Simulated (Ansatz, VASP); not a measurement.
# Ni: VASP beside Ansatz

File INCAR:

```
SYSTEM = Ni
ALGO     = Normal         ! electronic algorithm
EDIFF    = 1E-7           ! SCF threshold, eV
EDIFFG   = -0.01          ! ionic threshold
ENCUT    = 600            ! plane-wave cutoff, eV
GGA      = RP             ! functional
IBRION   = 2              ! ionic algorithm
ISIF     = 3              ! what is computed and relaxed
ISMEAR   = -1             ! smearing method
LASPH    = .True.         ! aspherical terms in the spheres
LCHARG   = .False.        ! write CHGCAR
LREAL    = .False.        ! projectors in reciprocal space
LWAVE    = .False.        ! write WAVECAR
NELM     = 100            ! most SCF steps
NSW      = 80             ! ionic steps
PREC     = Accurate       ! precision mode
SIGMA    = 0.1            ! smearing width, eV
```

The input KPOINTS:

```
k-points
0
Gamma
  6 6 6
  0 0 0
```

File POSCAR:

```
Ni
1.0
    4.4398105893      0.0000000000      0.0000000000
    0.0000000000      4.4398105893      0.0000000000
    0.0000000000      0.0000000000      4.4398105893
Ni
8
Direct
    0.0000000000      0.0000000000      0.0000000000
    0.5000000000      0.5000000000      0.5000000000
    0.2500000000      0.0000000000      0.5000000000
    0.7500000000      0.0000000000      0.5000000000
    0.5000000000      0.2500000000      0.0000000000
    0.5000000000      0.7500000000      0.0000000000
    0.0000000000      0.5000000000      0.2500000000
    0.0000000000      0.5000000000      0.7500000000
```

Input for Ansatz:

```yaml
crystal:
  lattice:
    - [4.4398105893, 0.0, 0.0]
    - [0.0, 4.4398105893, 0.0]
    - [0.0, 0.0, 4.4398105893]
  atoms:
    - { symbol: Ni, position: [0.0, 0.0, 0.0] }
    - { symbol: Ni, position: [0.5, 0.5, 0.5] }
    - { symbol: Ni, position: [0.25, 0.0, 0.5] }
    - { symbol: Ni, position: [0.75, 0.0, 0.5] }
    - { symbol: Ni, position: [0.5, 0.25, 0.0] }
    - { symbol: Ni, position: [0.5, 0.75, 0.0] }
    - { symbol: Ni, position: [0.0, 0.5, 0.25] }
    - { symbol: Ni, position: [0.0, 0.5, 0.75] }
hamiltonian:
  xc: rpbe
  pseudopotentials:
    kind: paw
    azcp:
      Ni: "pseudopotentials/Ni.paw.azcp"
basis:
  ecutwfc: 420
  fft_grid_basis: typed
kpoints:
  mp_grid: { grid: [6, 6, 6], shift: [0, 0, 0] }
magnetization:
  spin_polarized: false
scf:
  occupations: { method: fermi_dirac, width: 0.1 }
relax:
  max_steps: 60
  f_tol: 0.01
  cell: {}
```

Alike in both runs: task relaxation of cell and atoms; functional RPBE; k mesh 6 × 6 × 6; occupations fermi-dirac, width 0.1 eV; no spin polarisation.

|  | VASP | Ansatz |
| --- | --- | --- |
| version | VASP 6.6.1 | Ansatz 0.2.0 |
| potentials or method | VASP PAW PBE potentials, release 64 (Ni), cutoff 600 eV | plane waves (420 eV) with PAW, scalar-relativistic |
| valence electrons in the cell | 80 | 144 |

```csv
,VASP,Ansatz,Ansatz less VASP
relaxed volume (Å³/atom),11.44,11.43,-0.007
relaxed length of the cell vector where the two differ most in proportion (Å),4.506,4.505,-0.0009
```

VASP's potentials were made for PBE, not for RPBE. VASP's potentials hold 80 valence electrons a cell and Ansatz's 144, so a difference there can come from the potentials and not from the codes.
